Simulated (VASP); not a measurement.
ZnS: single point with PBE

The system is ZnS.

```
Zn S
1.0
     0.00000    2.66408    2.78579
     2.66408    0.00000    2.78579
     2.66408    2.66408    0.00000
Zn S
1 1
Cartesian
  0.0000 0.0000 0.0000
  3.9961 3.9961 4.1787
```

This cell differs from its parent crystal: strain -0.015 along x and y, +0.030 along z.

```yaml
Program: VASP 6.6.1
Task: single point
Functional: PBE
Potentials_or_basis: VASP PAW PBE potentials, release 64 (Zn, S)
Cutoff: 520 eV
k_mesh: 10 × 10 × 10
Occupations: gaussian, width 0.05 eV
Spin: no spin polarisation
Dipole_correction: no
Further_INCAR_settings: ALGO = Normal; EDIFF = 1e-06; NBANDS = 16
```

```json
{"Pressure": "1.5 GPa", "Band gap on the k mesh": "2.04 eV, direct"}
```

Stress tensor (GPa, compression positive):
```
2.19 0.00 0.00
0.00 2.19 0.00
0.00 0.00 0.24
```

Levels at points of the mesh, in eV from the valence-band top:
| k point | band 6 | band 7 | band 8 | band 9 | band 10 | band 11 | band 12 | band 13 |
| --- | --- | --- | --- | --- | --- | --- | --- | --- |
| (0.00, 0.00, 0.00) | -5.88 | -0.17 | 0.00 | 0.00 | 2.04 | 6.36 | 6.36 | 6.36 |
| (0.50, 0.00, 0.00) | -5.69 | -5.32 | -1.04 | -0.79 | 3.22 | 6.72 | 7.07 | 8.82 |
| (0.50, 0.50, 0.00) | -5.72 | -4.77 | -2.10 | -2.10 | 3.52 | 4.31 | 10.57 | 11.95 |
| (0.50, 0.00, 0.50) | -5.65 | -4.51 | -2.38 | -2.29 | 3.29 | 3.88 | 11.05 | 11.62 |

It took 100 s on 1 thread of Intel Xeon 8259CL (shared host), peak memory 0.2 GiB.

Caveat: the cell differs from its parent crystal (strain -0.015 along x and y, +0.030 along z).
